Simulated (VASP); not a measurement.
# CoO (R-3m) in VASP: settings compared, part 2 of 2

VASP 6.6.1. The steps go on from the part before.

**4. Single point, RPBE+U, collinear spin, ferromagnetic start**

INCAR

```
SYSTEM = CoO
ALGO = Normal
EDIFF = 1E-6
ENCUT = 520
GGA = RP
ISIF = 2
ISMEAR = 0
ISPIN = 2
LASPH = .TRUE.
LCHARG = .TRUE.
LDAU = .TRUE.
LDAUJ = 0 0
LDAUL = 2 -1
LDAUPRINT = 1
LDAUTYPE = 2
LDAUU = 3 0
LELF = .TRUE.
LMAXMIX = 4
LORBIT = 11
LREAL = .FALSE.
LVHAR = .TRUE.
LWAVE = .FALSE.
MAGMOM = 2 0
NBANDS = 18
NELM = 150
PREC = Accurate
SIGMA = 0.02
```

KPOINTS

```
k-points
0
G
  11 11 11
  0 0 0
```

POSCAR

```
CoO
1.0
    1.5054695445      0.8691832468      2.4399269062
   -1.5054695445      0.8691832468      2.4399269062
    0.0000000000     -1.7383664936      2.4399269062
Co O
1 1
Direct
    0.0000000000      0.0000000000      0.0000000000
    0.5000000000      0.5000000000      0.5000000000
```

Potentials or basis: VASP PAW PBE potentials, release 64 (Co, O).

Command:

```console
$ cat potpaw_PBE.64/Co/POTCAR potpaw_PBE.64/O/POTCAR > POTCAR
$ mpirun -np 1 vasp_std > vasp.out
```

OUTCAR:

```text
SYSTEM = CoO
   EDIFF = 1E-6
   ENCUT = 520
   GGA = RP
   ISIF = 2
   ISMEAR = 0
   ISPIN = 2
   LASPH = .TRUE.
   LORBIT = 11
   LREAL = .FALSE.
   NELM = 150
   PREC = Accurate

 ion  position               nearest neighbor table
   1  0.000  0.000  0.000-   2 2.12   2 2.12   2 2.12   2 2.12   2 2.12   2 2.12
   2  0.500  0.500  0.500-   1 2.12   1 2.12   1 2.12   1 2.12   1 2.12   1 2.12

  LATTYP: Found a trigonal (rhomboedric) cell.
 ALAT       =     2.9958573687
 COS(alpha) =     0.4949531368

  Lattice vectors:

 A1 = (   1.5054695445,   0.8691832468,   2.4399269062)
[... 1260 lines left out ...]

 VOLUME and BASIS-vectors are now :
 -----------------------------------------------------------------------------
  energy-cutoff  :      520.00
  volume of cell :       19.16
      direct lattice vectors                 reciprocal lattice vectors
     1.505469544  0.869183247  2.439926906     0.332122295  0.191750896  0.136616114
    -1.505469544  0.869183247  2.439926906    -0.332122295  0.191750896  0.136616114
     0.000000000 -1.738366494  2.439926906     0.000000000 -0.383501793  0.136616114

 POSITION                                       TOTAL-FORCE (eV/Angst)
 -----------------------------------------------------------------------------------
      0.00000      0.00000      0.00000         0.000000     -0.000000     -0.000000
      0.00000      0.00000      3.65989         0.000000      0.000000      0.000000
 -----------------------------------------------------------------------------------
    total drift:                               -0.000000      0.000000     -0.000000

  FREE ENERGIE OF THE ION-ELECTRON SYSTEM (eV)
  ---------------------------------------------------
  free  energy   TOTEN  =       -10.7805231145 eV

  energy  without entropy=      -10.7802309807  energy(sigma->0) =      -10.78037705

 total charge

# of ion       s       p       d       tot
------------------------------------------
    1        0.299   0.367   7.141   7.808
    2        1.558   3.462   0.000   5.021
--------------------------------------------------
tot          1.858   3.830   7.141  12.828

 magnetization (x)

# of ion       s       p       d       tot
------------------------------------------
    1        0.021   0.016   2.688   2.725
    2        0.023   0.234   0.000   0.257
--------------------------------------------------
tot          0.044   0.250   2.688   2.982
```

Wall time 3.2 min (1 thread of Intel Xeon 8259CL, shared host); peak memory 0.21 GiB.

Results:

```yaml
Free_energy: -10.7805 eV
Pressure: 7.9 GPa
Band_gap_on_the_k_mesh: zero (filled and empty bands overlap)
Net_moment: 3.00 μB per cell
Site_moments: Co +2.73; O +0.26 μB
Valence_electrons_inside_the_program's_atomic_spheres: Co 7.81; O 5.02
```

Levels at points of the mesh, in eV from the Fermi level:
Spin up:
| k point | band 5 | band 6 | band 7 | band 8 | band 9 | band 10 | band 11 | band 12 | band 13 | band 14 |
| --- | --- | --- | --- | --- | --- | --- | --- | --- | --- | --- |
| (0.00, 0.00, 0.00) | -4.61 | -3.90 | -2.79 | -2.79 | -2.72 | 1.34 | 17.20 | 17.47 | 17.47 | 17.88 |
Spin down:
| k point | band 2 | band 3 | band 4 | band 5 | band 6 | band 7 | band 8 | band 9 | band 10 | band 11 |
| --- | --- | --- | --- | --- | --- | --- | --- | --- | --- | --- |
| (0.00, 0.00, 0.00) | -2.45 | -2.29 | -2.29 | -2.24 | -0.89 | -0.89 | 1.46 | 1.46 | 1.87 | 17.00 |

Eigenvalues of the final occupation matrices:
```
    site  spin  trace               eigenvalues
site 1 d     1   4.93  0.97 0.97 0.97 1.01 1.01
site 1 d     2   2.24  0.13 0.13 0.51 0.51 0.96
```

Caveat: the PAW data sets were made with another functional, which shifts forces and pressure a little; a cell with one magnetic atom can't hold antiferromagnetic order, which such compounds often take.

**5. Overview**

| level | U | smearing | gap on the mesh (eV) | pressure (GPa) | moment (μB) |
| --- | --- | --- | --- | --- | --- |
| revPBE+D4+U | Co d U = 3.5 eV | gaussian 0.02 eV | none | -0.4 | 3.00 |
| PBEsol+U | Co d U = 6.2 eV | fermi-dirac 0.05 eV | none | -8.5 | 3.00 |
| RPBE+U | Co d U = 3.0 eV | gaussian 0.02 eV | none | 7.9 | 3.00 |

Alike in all rows: task single point; potentials or basis VASP PAW PBE potentials, release 64 (Co, O); spin collinear, ferromagnetic start; cell as given; k mesh 11 × 11 × 11; cutoff (eV) 520.

Every run on the cell as given and a fine mesh finds a metal. The pressure there spans -8.5 GPa (PBEsol+U) to 7.9 GPa (RPBE+U); a positive pressure means that this level wants a larger cell, a negative one a smaller.

Caveats: the PAW data sets were made with another functional, which shifts forces and pressure a little; a cell with one magnetic atom can't hold antiferromagnetic order, which such compounds often take; pairwise dispersion overbinds metals, which lowers pressure and volume (some runs).

Absolute energies hang on the potentials; compare differences alone.
